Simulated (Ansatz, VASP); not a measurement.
HgTe: VASP beside Ansatz

File INCAR:

```
ALGO = Normal
EDIFF = 1E-6
ENCUT = 520
GGA = PE
ISIF = 2
ISMEAR = -1
LASPH = True
LCHARG = False
LREAL = False
LWAVE = False
NBANDS = 16
NELM = 80
PREC = Accurate
SIGMA = 0.02
```

KPOINTS

```
k-points
0
Gamma
  6 6 6
```

POSCAR

```
HgTe
1.0
    0.0109638596      3.3001217484      3.3001217484
    3.3001217484      0.0109638596      3.3001217484
    3.3001217484      3.3001217484      0.0109638596
Hg Te
1 1
Direct
    0.0003321242      0.0003321242      0.0003321242
    0.2496678758      0.2496678758      0.2496678758
```

Input for Ansatz:

```yaml
crystal:
  lattice:
    - [0.0109638596, 3.3001217484, 3.3001217484]
    - [3.3001217484, 0.0109638596, 3.3001217484]
    - [3.3001217484, 3.3001217484, 0.0109638596]
  atoms:
    - { symbol: Hg, position: [0.0003321242, 0.0003321242, 0.0003321242] }
    - { symbol: Te, position: [0.2496678758, 0.2496678758, 0.2496678758] }
kpoints:
  mp_grid: { grid: [6, 6, 6] }
  band_path:
    path:
      - [0.0, 0.0, 0.0]
      - [-0.5, -0.5, 0.0]
      - [-0.375, -0.375, 0.25]
      - [-0.375, 0.0, 0.375]
      - [0.0, 0.0, 0.5]
      - [-0.5, -0.25, 0.25]
      - [-0.012695, -0.012695, -0.012695]
    npoints: 1
hamiltonian:
  xc: pbe
scf:
  occupations: { method: fermi_dirac, width: 0.02 }
  n_extra_bands: 4
output:
  forces: true
  stress: true
  eigenvalues: true
```

Change from the starting cell: shear_111 strain +0.5%.

Alike in both runs: task single point; functional PBE; k mesh 6 × 6 × 6; occupations fermi-dirac, width 0.02 eV; no spin polarisation.

|  | VASP | Ansatz |
| --- | --- | --- |
| version | VASP 6.6.1 | Ansatz 0.2.0 |
| potentials or method | VASP PAW PBE potentials, release 64 (Hg, Te) | plane waves, PAW |
| plane-wave cutoff (eV) | 520 | 420 |
| valence electrons in the cell | 18 | 36 |

```tsv
	VASP	Ansatz	Ansatz less VASP
pressure (GPa)	1.1	1.1	-0.05
traceless stress, the component that is largest in VASP (GPa)	-0.06	-0.06	0.000
```

With one functional, cell and mesh, what is left measures potentials, basis and numerics. VASP's potentials hold 18 valence electrons a cell and Ansatz's 36, so a difference there can come from the potentials and not from the codes.

Neither program's run includes spin-orbit coupling.
